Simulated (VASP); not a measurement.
# C (Fm-3m) in VASP: single point with PBE

Aim: the single point of C with PBE.

All numbers are computed with VASP 6.6.1; they aren't measurements. Logs are shortened: lines on timing, memory, paths and dates and some standing lists are left out, and cuts for length are marked.

### 1 The cell of the first run

The structure is cubic, space group Fm-3m (No. 225). The conventional cell has a = 3.081 Å, b = 3.081 Å, c = 3.081 Å, α = 90.00°, β = 90.00°, γ = 90.00°. C (site symmetry m-3m) has 12 C at 2.18 Å within 2.9 Å.

### 2 Single point, PBE

Contents of INCAR:

```
SYSTEM = C
ALGO = Normal
EDIFF = 1E-6
ENCUT = 520
GGA = PE
ISIF = 2
ISMEAR = -1
LASPH = .TRUE.
LCHARG = .TRUE.
LELF = .TRUE.
LREAL = .FALSE.
LVHAR = .TRUE.
LWAVE = .FALSE.
NBANDS = 8
NELM = 80
PREC = Accurate
SIGMA = 0.1
```

Contents of KPOINTS:

```
k-points
0
G
  22 22 22
  0 0 0
```

Contents of POSCAR:

```
C
1.0
    0.0000000000      1.5406152605      1.5406152605
    1.5406152605      0.0000000000      1.5406152605
    1.5406152605      1.5406152605      0.0000000000
C
1
Direct
    0.0000000000      0.0000000000      0.0000000000
```

Potentials or basis: VASP PAW PBE potentials, release 64 (C).

Started as:

```console
$ cat potpaw_PBE.64/C/POTCAR > POTCAR
$ mpirun -np 1 vasp_std > vasp.out
```

OUTCAR:

```text
SYSTEM = C
   EDIFF = 1E-6
   ENCUT = 520
   GGA = PE
   ISIF = 2
   ISMEAR = -1
   LASPH = .TRUE.
   LREAL = .FALSE.
   NELM = 80
   PREC = Accurate

 ion  position               nearest neighbor table
   1  0.000  0.000  0.000-

  LATTYP: Found a face centered cubic cell.
 ALAT       =     3.0812305210

  Lattice vectors:

 A1 = (   0.0000000000,   1.5406152605,   1.5406152605)
 A2 = (   1.5406152605,   0.0000000000,   1.5406152605)
 A3 = (   1.5406152605,   1.5406152605,   0.0000000000)

Analysis of symmetry for initial positions (statically):
=====================================================================
 Subroutine PRICEL returns:
 Original cell was already a primitive cell.

 Routine SETGRP: Setting up the symmetry group for a
 face centered cubic supercell.

 Subroutine GETGRP returns: Found 48 space group operations
 (whereof 48 operations were pure point group operations)
 out of a pool of 48 trial point group operations.

The static configuration has the point symmetry O_h .

Analysis of symmetry for dynamics (positions and initial velocities):
=====================================================================
 Subroutine PRICEL returns:
 Original cell was already a primitive cell.

 Routine SETGRP: Setting up the symmetry group for a
 face centered cubic supercell.

 Subroutine GETGRP returns: Found 48 space group operations
 (whereof 48 operations were pure point group operations)
 out of a pool of 48 trial point group operations.

The dynamic configuration has the point symmetry O_h .

 Subroutine INISYM returns: Found 48 space group operations
 (whereof 48 operations are pure point group operations),
 and found     1 'primitive' translations

----------------------------------------------------------------------------------------

                                     Primitive cell

  volume of cell :       7.3133

  direct lattice vectors                    reciprocal lattice vectors
     0.000000000  1.540615261  1.540615261    -0.324545662  0.324545662  0.324545662
     1.540615261  0.000000000  1.540615261     0.324545662 -0.324545662  0.324545662
     1.540615261  1.540615261  0.000000000     0.324545662  0.324545662 -0.324545662

  length of vectors
     2.178758996  2.178758996  2.178758996     0.562129576  0.562129576  0.562129576

  position of ions in fractional coordinates (direct lattice)
[... 71 lines left out ...]
   ISPIN  =      1    spin polarized calculation?
   LNONCOLLINEAR =      F non collinear calculations
   LSORBIT =      F    spin-orbit coupling
   LASPH  =      T    aspherical Exc in radial PAW
   ENCUT  =  520.0 eV  38.22 Ry    6.18 a.u.   4.05  4.05  4.05*2*pi/ulx,y,z
   NELM   =     80;   NELMIN=  2; NELMDL= -5     # of ELM steps
   EDIFF  = 0.1E-05   stopping-criterion for ELM
   LREAL  =      F    real-space projection
   EDIFFG = 0.1E-04   stopping-criterion for IOM
   NSW    =      0    number of steps for IOM
   IBRION =     -1    ionic relax: 0-MD 1-quasi-New 2-CG
   NFREE  =      0    steps in history (QN), initial steepest desc. (CG)
   ISIF   =      2    stress and relaxation
   ISYM   =      2    0-nonsym 1-usesym 2-fastsym
   POTIM  = 0.5000    time-step for ionic-motion
   TEBEG  =    0.0;   TEEND  =   0.0 temperature during run
   PSTRESS=    0.0 pullay stress
   NELECT =       4.0000    total number of electrons
   NUPDOWN=      -1.0000    fix difference up-down
   EMIN   =  10.00;   EMAX   =-10.00  energy-range for DOS
   EFERMI =   0.00;   METHOD = LEGACY
   ISMEAR =    -1;   SIGMA  =   0.10  broadening in eV -4-tet -1-fermi 0-gaus
   EFERMI_NEDOS =   21; number of points for ismear=-14 and -15
   IALGO  =     38    algorithm
   IMIX   =      4    mixing-type and parameters
     AMIX     =   0.40;   BMIX     =  1.00
     AMIX_MAG =   1.60;   BMIX_MAG =  1.00
  volume/ion in A,a.u.               =       7.31        49.35
  Fermi-wavevector in a.u.,A,eV,Ry     =   1.338825  2.530013 24.387813  1.792454
  Thomas-Fermi vector in A             =   2.467265
   LORBIT       =      0    0 simple, 1 ext, 2 COOP (PROOUT), +10 PAW based schemes
   GGA     = PE    functional components
   LHFCALC =     F    Hartree Fock is set to
   AEXX    =    0.0000 exact exchange contribution
   IVDW    =     0    specifies the selected vdW correction
   LEPSILON=     F    determine dielectric tensor
   LRPA    =     F    only Hartree local field effects (RPA)
 non-spin polarized calculation
  energy-cutoff  :      520.00
  volume of cell :        7.31
 maximum number of plane-waves:       210
   NGX =  9   NGY =  9   NGZ =  9

 number of electron       4.0000000 magnetization

 Free energy of the ion-electron system (eV)
  ---------------------------------------------------
  ext. energy  EPLUGINS =         0.00000000
  ---------------------------------------------------
  free energy    TOTEN  =        -4.66835858 eV

  energy without entropy =       -4.65398149  energy(sigma->0) =       -4.66117004

 E-fermi :   7.5893     XC(G=0): -12.6820

 val. band max:        7.5801453692   @ k =   0.4545   0.3636   0.0909
 cond. band min:       7.6239389639   @ k =   0.4091   0.3182   0.0000
 fundamental gap:      0.0437935947
 Fermi energy:         7.5893224121

 k-point     1 :       0.0000    0.0000    0.0000
  band No.  band energies     occupation
      1     -11.1436      2.00000
      2      15.5504      0.00000
      3      15.5504      0.00000
      4      15.5504      0.00000
      5      37.5863      0.00000
      6      37.5863      0.00000
      7      37.5863      0.00000
      8      38.5337      0.00000
[... 243 lines left out ...]
 k-point    24 :      -0.4545    0.0455    0.0000
  band No.  band energies     occupation
      1      -2.5364      2.00000
      2      -0.1280      2.00000
      3      13.5495      0.00000
      4      13.8250      0.00000
      5      32.3391      0.00000
      6      33.4044      0.00000
      7      35.2423      0.00000
      8      37.8196      0.00000

 [... further k-points ...]
[... 5 lines left out ...]
  --------------------------------------------------------------------------------------
  -------------------------------------------------------------------------------------
  Total        0.0051503      0.0051503      0.0051503     -0.0000000     -0.0000000      0.0000000
  in kB        1.1283055      1.1283055      1.1283055     -0.0000000     -0.0000000      0.0000000
  external PRESSURE =       1.1283055 kB  Pullay stress =       0.0000000 kB

 VOLUME and BASIS-vectors are now :
 -----------------------------------------------------------------------------
  energy-cutoff  :      520.00
  volume of cell :        7.31
      direct lattice vectors                 reciprocal lattice vectors
     0.000000000  1.540615261  1.540615261    -0.324545662  0.324545662  0.324545662
     1.540615261  0.000000000  1.540615261     0.324545662 -0.324545662  0.324545662
     1.540615261  1.540615261  0.000000000     0.324545662  0.324545662 -0.324545662

 POSITION                                       TOTAL-FORCE (eV/Angst)
 -----------------------------------------------------------------------------------
      0.00000      0.00000      0.00000        -0.000000     -0.000000     -0.000000
 -----------------------------------------------------------------------------------
    total drift:                                0.000000      0.000000      0.000000

  FREE ENERGIE OF THE ION-ELECTRON SYSTEM (eV)
  ---------------------------------------------------
  free  energy   TOTEN  =        -4.6683585849 eV

  energy  without entropy=       -4.6539814918  energy(sigma->0) =       -4.66117004
```

stdout:

```text
POSCAR found type information on POSCAR C
 POSCAR found :  1 types and       1 ions
 scaLAPACK will be used
 LDA part: xc-table for (Slater+PW92), standard interpolation
 POSCAR, INCAR and KPOINTS ok, starting setup
 FFT: planning ... GRIDC
 FFT: planning ... GRID_SOFT
 FFT: planning ... GRID
 WAVECAR not read
 entering main loop
```

Run time: 12 s. Hardware: 1 thread of AMD EPYC 7R43 (Zen 3), shared host; peak memory 0.09 GiB.

What came out:

```yaml
Free_energy: -4.6684 eV
Pressure: 0.1 GPa
Band_gap_on_the_k_mesh: zero (band 2 reaches 15.55 eV, above the bottom of band 3 at 4.41 eV)
```
